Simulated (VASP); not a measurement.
The system is HgTe.

```
Hg Te
1.0
    -3.04560    3.04560    1.55941
     3.04560   -3.04560    1.55941
     3.04560    3.04560   -1.55941
Hg Te
1 1
Direct
  0.25000 0.75000 0.50000
  0.00000 0.00000 0.00000
```

| Item | Value |
| --- | --- |
| Program | VASP 6.6.1 |
| Task | relaxation of cell and atoms |
| Functional | LDA |
| Potentials or basis | VASP PAW LDA potentials, release 64 (Hg, Te) |
| Cutoff | 600 eV |
| k mesh | 6 × 6 × 6 |
| Occupations | fermi-dirac, width 0.05 eV |
| Spin | no spin polarisation |

At the start: pressure -4.6 GPa; volume 28.93 Å³/atom.

Problem. Where does the relaxation end?

Solution. Over 24 steps the energy falls by 78.9 meV/atom and the volume is 26.43 Å³/atom (-8.7 %); space group I-4m2 (No. 119, to 0.05 Å).

Step by step:
```
step  energy change (eV)  largest force (eV/Å)  pressure (GPa)  volume (Å³)
   1              0.0000                0.0000           -4.57        57.86
   2             -0.0830                0.0000            1.36        51.23
   3             -0.0877                0.0000            0.01        52.34
   4             -0.0876                0.0000           -0.12        52.44
   5             -0.0904                0.0000           -0.13        52.37
   6             -0.1070                0.0000           -0.12        52.16
   7             -0.1377                0.0000            0.50        51.67
   8             -0.1349                0.0000            3.18        50.50
   9             -0.1468                0.0000            1.91        51.02
  10             -0.1473                0.0000            1.67        51.11
  11             -0.1479                0.0000            1.66        51.15
  12             -0.1493                0.0000            1.66        51.24
  13             -0.1511                0.0000            1.63        51.41
  14             -0.1515                0.0000            1.52        51.74
  15             -0.1537                0.0000            1.19        51.98
  16             -0.1572                0.0000            0.26        52.72
  17             -0.1574                0.0000           -0.02        52.95
  18             -0.1574                0.0000           -0.05        52.98
  19             -0.1574                0.0000           -0.05        52.97
  20             -0.1574                0.0000           -0.04        52.96
  21             -0.1575                0.0000           -0.03        52.95
  22             -0.1577                0.0000           -0.04        52.91
  23             -0.1578                0.0000           -0.06        52.83
  24             -0.1578                0.0000           -0.05        52.85
```

Final structure:
```
Hg Te
1.0
    -2.80624    2.80624    1.67783
     2.80624   -2.80624    1.67783
     2.80624    2.80624   -1.67783
Hg Te
1 1
Direct
  0.25000 0.75000 0.50000
  0.00000 0.00000 0.00000
```

Caveat: the k points lie up to 0.36 Å⁻¹ apart in the final cell.
